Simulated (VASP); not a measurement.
# MoS2 (P1) in VASP: a series of runs, part 2 of 2

VASP 6.6.1. The steps go on from the part before.

## Step 4: Single point, LDA

INCAR reads:

```
SYSTEM = MoS2
ALGO     = Normal         ! electronic algorithm
EDIFF    = 1E-6           ! SCF threshold, eV
ENCUT    = 520            ! plane-wave cutoff, eV
GGA      = CA             ! functional
ISIF     = 2              ! what is computed and relaxed
ISMEAR   = -1             ! smearing method
LASPH    = .TRUE.         ! aspherical terms in the spheres
LCHARG   = .FALSE.        ! write CHGCAR
LREAL    = .FALSE.        ! projectors in reciprocal space
LWAVE    = .FALSE.        ! write WAVECAR
NBANDS   = 64             ! bands
NELM     = 100            ! most SCF steps
PREC     = Accurate       ! precision mode
SIGMA    = 0.36           ! smearing width, eV
```

KPOINTS reads:

```
k-points
0
G
  3 3 3
  0 0 0
```

POSCAR reads:

```
MoS2
1.0
   -3.1710000000     -1.8307780000      6.1149970000
    3.1710000000     -1.8307780000      6.1149970000
    0.0000000000      3.6615550000      6.1149970000
Mo S
4 8
Direct
   -0.0747232543      0.1143338254     -0.0442385374
    0.4094641669      0.6665124167      0.0120370328
    0.5261891342      0.1935495883      0.4108587250
   -0.0390314907      0.5902021895      0.4144062262
    0.8154729951      0.8974975930      0.6294508391
    0.3923090896      0.2497988405      0.1330191877
    0.2520731021      0.3026249784      0.7664309405
    0.7835562245      0.7751677036      0.1272621811
    0.2403432226      0.9163444840      0.2198624372
    0.8020912027      0.3136648388      0.6518000178
    0.8376507885      0.3534502209      0.1976322966
    0.2680330416      0.9489538867      0.6427686856
```

Potentials or basis: VASP PAW LDA potentials, release 64 (Mo_sv, S).

Command:

```
$ cat potpaw_LDA.64/Mo_sv/POTCAR potpaw_LDA.64/S/POTCAR > POTCAR
$ mpirun -np 1 vasp_std > vasp.out
```

OUTCAR:

```text
SYSTEM = MoS2
   EDIFF = 1E-6
   ENCUT = 520
   GGA = CA
   ISIF = 2
   ISMEAR = -1
   LASPH = .TRUE.
   LREAL = .FALSE.
   NELM = 100
   PREC = Accurate

 ion  position               nearest neighbor table
   1  0.925  0.114  0.956-  10 2.13  12 2.33   8 2.50   7 2.62  11 2.69   3 2.84   6 2.86   9 2.94
                             2 3.01   4 3.13   4 3.24   2 3.44
   2  0.409  0.667  0.012-   9 2.29  12 2.52   6 2.61   4 2.81   3 2.83   1 3.01  11 3.02   5 3.05
                             1 3.44
   3  0.526  0.194  0.411-   7 2.33  11 2.33   5 2.40   6 2.42  12 2.42   2 2.83   1 2.84   4 3.23
                             4 3.46
   4  0.961  0.590  0.414-  10 2.09   8 2.32   5 2.76   2 2.81   6 2.96   9 3.11   7 3.12   1 3.13
                             3 3.23   1 3.24   3 3.46
   5  0.815  0.897  0.629-   3 2.40   9 2.65   4 2.76   2 3.05
   6  0.392  0.250  0.133-   3 2.42   2 2.61  12 2.75   9 2.78   1 2.86   4 2.96
   7  0.252  0.303  0.766-   3 2.33   1 2.62   9 2.69  11 2.72   4 3.12
   8  0.784  0.775  0.127-   4 2.32   1 2.50  11 2.54
   9  0.240  0.916  0.220-   2 2.29   5 2.65  11 2.67   7 2.69   6 2.78   1 2.94   4 3.11
  10  0.802  0.314  0.652-   4 2.09   1 2.13  12 2.70
[... 1140 lines left out ...]

------------------------ aborting loop because EDIFF is reached ----------------------------------------

  FORCE on cell =-STRESS in cart. coord.  units (eV):
  Direction    XX          YY          ZZ          XY          YZ          ZX
  --------------------------------------------------------------------------------------
  -------------------------------------------------------------------------------------
  Total       -5.6410381      3.9046069     -7.7727346     -1.8103663     -0.1951603      0.6195015
  in kB      -42.4316838     29.3703117    -58.4662279    -13.6175098     -1.4679885      4.6598681
  external PRESSURE =     -23.8425333 kB  Pullay stress =       0.0000000 kB

 VOLUME and BASIS-vectors are now :
 -----------------------------------------------------------------------------
  energy-cutoff  :      520.00
  volume of cell :      213.00
      direct lattice vectors                 reciprocal lattice vectors
    -3.171000000 -1.830778000  6.114997000    -0.157678966 -0.091035995  0.054510788
     3.171000000 -1.830778000  6.114997000     0.157678966 -0.091035995  0.054510788
     0.000000000  3.661555000  6.114997000     0.000000000  0.182071990  0.054510803

 POSITION                                       TOTAL-FORCE (eV/Angst)
 -----------------------------------------------------------------------------------
     -2.57150      1.59628     12.20169        -0.997970      1.110349      2.992750
      0.81510     -1.92580      6.65320        -0.633748     -0.729758      0.015143
     -1.05480      0.18670      6.91360         0.632719      1.181178     -0.444603
     -1.17570     -1.32248     12.01950         0.945385     -2.897801      3.684547
      0.26010     -0.83130     14.32390        -0.702103      0.960442     -2.177979
     -0.45190     -0.68850      4.73990         1.306440     -0.793962      2.610349
      0.16030      1.79080      8.07870         0.616537     -0.977945     -0.915202
     -0.02660     -2.38770     10.30980        -0.342458      0.193136      1.216959
      2.14360     -1.31260      8.41760        -1.020555      0.036410     -1.398509
     -1.54880      0.34390     10.80860         1.626212      0.389025     -3.692919
     -1.53540     -1.45700      8.49210         1.017213     -0.250368     -2.004159
      2.15920      0.12550     11.37240        -2.447672      1.779293      0.113623
 -----------------------------------------------------------------------------------
    total drift:                               -0.000242     -0.000246     -0.000044

  FREE ENERGIE OF THE ION-ELECTRON SYSTEM (eV)
  ---------------------------------------------------
  free  energy   TOTEN  =       -86.8572026629 eV

  energy  without entropy=      -83.1863494890  energy(sigma->0) =      -85.02177608
```

OSZICAR:

```text
N       E                     dE             d eps       ncg     rms          rms(c)
DAV:   1     0.994360213639E+03    0.99436E+03   -0.56314E+04  1904   0.155E+03
DAV:   2    -0.216638374527E+02   -0.10160E+04   -0.98748E+03  2112   0.418E+02
DAV:   3    -0.896315360331E+02   -0.67968E+02   -0.65378E+02  2320   0.931E+01
DAV:   4    -0.919415409033E+02   -0.23100E+01   -0.22631E+01  2184   0.158E+01
DAV:   5    -0.920063813097E+02   -0.64840E-01   -0.64492E-01  2128   0.256E+00    0.435E+01
DAV:   6    -0.909306493032E+02    0.10757E+01   -0.45894E+01  2216   0.266E+01    0.211E+01
DAV:   7    -0.884427142816E+02    0.24879E+01   -0.35562E+01  2224   0.240E+01    0.146E+01
DAV:   8    -0.879710824819E+02    0.47163E+00   -0.11172E+01  2232   0.115E+01    0.107E+01
DAV:   9    -0.869049664519E+02    0.10661E+01   -0.55230E+00  2232   0.811E+00    0.400E+00
DAV:  10    -0.868920920614E+02    0.12874E-01   -0.53261E-01  2240   0.321E+00    0.202E+00
DAV:  11    -0.868620391359E+02    0.30053E-01   -0.19863E-01  2208   0.234E+00    0.999E-01
DAV:  12    -0.868583407981E+02    0.36983E-02   -0.27809E-02  2200   0.877E-01    0.437E-01
DAV:  13    -0.868576462100E+02    0.69459E-03   -0.10818E-02  2248   0.570E-01    0.288E-01
DAV:  14    -0.868572209354E+02    0.42527E-03   -0.19688E-03  2224   0.260E-01    0.101E-01
DAV:  15    -0.868572039983E+02    0.16937E-04   -0.16125E-04  2112   0.537E-02    0.342E-02
DAV:  16    -0.868572025056E+02    0.14927E-05   -0.22774E-05  2264   0.201E-02    0.177E-02
DAV:  17    -0.868572026629E+02   -0.15728E-06   -0.23471E-06  1376   0.647E-03
   1 F= -.86857203E+02 E0= -.85021776E+02  d E =-.367085E+01
```

stdout:

```text
POSCAR found type information on POSCAR MoS
 POSCAR found :  2 types and      12 ions
 scaLAPACK will be used
 LDA part: xc-table for (Slater(with rela. corr.)+CA(PZ))
 , standard interpolation
 POSCAR, INCAR and KPOINTS ok, starting setup
 FFT: planning ... GRIDC
 FFT: planning ... GRID_SOFT
 FFT: planning ... GRID
 WAVECAR not read
 entering main loop
```

Run time: 2.9 min. Hardware: 1 thread of Intel Xeon 6975P-C (Granite Rapids), shared host; peak memory 0.38 GiB.

Results:

- Free energy: -86.8572 eV
- Pressure: -2.4 GPa
- Largest force: 4.782 eV/Å
- Band gap on the k mesh: zero (bands 52 and 53 overlap by 0.19 eV)

Forces in eV/Å, atoms in the order of the input:
```
Mo  -0.998  1.110  2.993
Mo  -0.634 -0.730  0.015
Mo   0.633  1.181 -0.445
Mo   0.945 -2.898  3.685
S   -0.702  0.960 -2.178
S    1.306 -0.794  2.610
S    0.617 -0.978 -0.915
S   -0.342  0.193  1.217
S   -1.021  0.036 -1.399
S    1.626  0.389 -3.693
S    1.017 -0.250 -2.004
S   -2.448  1.779  0.114
```

Caveat: the k points lie up to 0.40 Å⁻¹ apart; so wide a smearing shifts energies and pressures; forces of over 1 eV/Å act on the atoms, so gaps and moduli don't describe the material at rest.

## Step 5: Single point, LDA

INCAR reads:

```
SYSTEM = MoS2
  PREC = Accurate
  ENCUT = 520
  EDIFF = 1E-6
  ISMEAR = -1
  SIGMA = 0.36
  LREAL = .FALSE.
  LASPH = .TRUE.
  NELM = 60
  ALGO = Normal
  ISIF = 2
  LWAVE = .FALSE.
  LCHARG = .FALSE.
  GGA = CA
  NBANDS = 64
```

KPOINTS reads:

```
regular mesh
0
G
  3 3 3
  0 0 0
```

POSCAR reads:

```
MoS2
1.0
   -3.1710000000     -1.8307780000      6.1149970000
    3.1710000000     -1.8307780000      6.1149970000
    0.0000000000      3.6615550000      6.1149970000
Mo S
4 8
Direct
    0.0411824903     -0.0118291780     -0.0210458675
    0.5132381496      0.6032728390     -0.1209912852
    0.5036883800      0.1801311425      0.3715693845
    0.0257835201      0.5491200070      0.3948925333
    0.7887573260      0.9096024853      0.5536772706
    0.3081858884      0.3448304800      0.0854631436
    0.2370288869      0.2725381900      0.7087164317
    0.7440817302      0.8064595290      0.1706370177
    0.2986917093      0.7347686566      0.2148640405
    0.8054572898      0.2916130766      0.6688667223
    0.8644587400      0.2487539150      0.1719065364
    0.3052835988      0.8360625329      0.6195868663
```

Command:

```
$ cat potpaw_LDA.64/Mo_sv/POTCAR potpaw_LDA.64/S/POTCAR > POTCAR
$ mpirun -np 1 vasp_std > vasp.out
```

Wall time 3.5 min (1 thread of Intel Xeon 6975P-C (Granite Rapids), shared host); peak memory 0.37 GiB.

It converged, with:

* Free energy: -91.7204 eV
* Pressure: 7.0 GPa
* Largest force: 5.220 eV/Å
* Band gap on the k mesh: zero (bands 52 and 53 overlap by 0.02 eV)

Forces on the atoms (eV/Å):
```
Mo  -0.033 -0.216 -3.566
Mo  -1.363 -0.631  1.002
Mo  -0.024 -1.646 -4.954
Mo   1.079 -0.636  0.415
S   -2.713  3.309  0.667
S   -0.119  1.952 -0.131
S    1.832 -0.755  2.166
S   -0.269 -0.519  1.169
S   -0.930 -1.393  1.476
S    0.007  1.301 -0.123
S    1.612 -0.569  1.489
S    0.921 -0.196  0.391
```

Stress tensor (GPa, compression positive):
```
 7.14  0.72 -1.26
 0.72 10.93 -2.53
-1.26 -2.53  3.00
```

Levels at points of the mesh, in eV from the Fermi level:
| k point | band 48 | band 49 | band 50 | band 51 | band 52 | band 53 | band 54 | band 55 | band 56 | band 57 |
| --- | --- | --- | --- | --- | --- | --- | --- | --- | --- | --- |
| (0.00, 0.00, 0.00) | -1.27 | -1.07 | -0.81 | -0.37 | -0.13 | 0.30 | 0.60 | 0.99 | 1.20 | 1.59 |

Caveat: the k points lie up to 0.40 Å⁻¹ apart; the atoms stand as in a frame of molecular dynamics; so wide a smearing shifts energies and pressures; forces of over 1 eV/Å act on the atoms, so gaps and moduli don't describe the material at rest.

## Step 6: Single point, LDA

INCAR reads:

```
  PREC = Accurate
  ENCUT = 520
  EDIFF = 1E-6
  ISMEAR = -1
  SIGMA = 0.36
  LREAL = False
  LASPH = True
  NELM = 60
  ALGO = Normal
  ISIF = 2
  LWAVE = False
  LCHARG = False
  NBANDS = 64
```

KPOINTS reads:

```
Automatic mesh
0
Gamma
  3 3 3
```

POSCAR reads:

```
MoS2
1.0
   -3.1710000000     -1.8307780000      6.1149970000
    3.1710000000     -1.8307780000      6.1149970000
    0.0000000000      3.6615550000      6.1149970000
Mo S
4 8
Direct
    0.0093521198      0.1271067713     -0.1200238872
    0.5243507127      0.5353567045     -0.0716938498
    0.5600554394      0.0599608320      0.4150455610
    0.0639657746      0.5507522773      0.3719218435
    0.8294362042      0.7648508999      0.6741359220
    0.3108634827      0.2645374026      0.1402495066
    0.2934941487      0.3090728305      0.6739667624
    0.7882747170      0.8347900118      0.1756278953
    0.3111531477      0.8236728576      0.1008900547
    0.7911591072      0.3259115512      0.6208860405
    0.7735306829      0.3139280339      0.1935231055
    0.2780393441      0.7956678524      0.6651325772
```

Potentials or basis: VASP PAW LDA potentials, release 64 (Mo_sv, S).

Command:

```
$ cat potpaw_LDA.64/Mo_sv/POTCAR potpaw_LDA.64/S/POTCAR > POTCAR
$ mpirun -np 1 vasp_std > vasp.out
```

It took 10 min on 1 thread of Intel Xeon 8259CL, shared host; peak memory 0.38 GiB.

It converged, with:

| Item | Value |
| --- | --- |
| Free energy | -94.2062 eV |
| Pressure | -0.7 GPa |
| Largest force | 3.043 eV/Å |
| Band gap on the k mesh | 0.10 eV (least direct gap 0.19 eV) |

Forces in eV/Å, atoms in the order of the input:
```
Mo  -0.513  0.509 -0.829
Mo  -1.416 -0.489 -0.554
Mo   1.371  1.122 -0.586
Mo  -1.826  0.967  1.917
S    1.071 -0.567 -1.349
S    0.649  0.489  1.488
S    0.277 -0.830  0.010
S   -0.805 -1.402 -2.578
S    0.861  1.330  0.532
S   -0.053  0.506  0.142
S   -0.123 -1.446  0.185
S    0.507 -0.190  1.621
```

Stress tensor (GPa, compression positive):
```
 1.14  0.28  2.16
 0.28  0.00 -1.72
 2.16 -1.72 -3.25
```

Levels at points of the mesh, in eV from the valence-band top:
| k point | band 49 | band 50 | band 51 | band 52 | band 53 | band 54 | band 55 | band 56 |
| --- | --- | --- | --- | --- | --- | --- | --- | --- |
| (0.00, 0.00, 0.00) | -0.92 | -0.65 | -0.52 | -0.19 | 0.28 | 0.36 | 1.27 | 1.73 |

Caveat: the atoms stand as in a frame of molecular dynamics; an odd mesh through Γ misses points on the zone boundary, where band edges can lie; forces of over 1 eV/Å act on the atoms, so gaps and moduli don't describe the material at rest.

## Step 7: Summary

| cell | gap on the mesh (eV) | pressure (GPa) | largest force (eV/Å) |
| --- | --- | --- | --- |
| as given, atomic positions A | none | 5.5 | 6.40 |
| as given, atomic positions B | none | -4.6 | 3.26 |
| as given, atomic positions C | none | -2.4 | 4.78 |
| as given, atomic positions D | none | 7.0 | 5.22 |
| as given, atomic positions E | 0.10 | -0.7 | 3.04 |

Alike in all rows: task single point; level LDA; potentials or basis VASP PAW LDA potentials, release 64 (Mo_sv, S); no spin polarisation; k mesh 3 × 3 × 3; cutoff (eV) 520; smearing fermi-dirac 0.36 eV.

Caveats: some runs use coarse meshes; forces of over 1 eV/Å act on the atoms, so gaps and moduli don't describe the material at rest; so wide a smearing shifts energies and pressures (at least some runs); the atoms stand as in a frame of molecular dynamics (at least some runs); an odd mesh through Γ misses points on the zone boundary, where band edges can lie (at least some runs).

Total energies depend on the potentials used, so only differences within one code and one set of settings carry meaning.
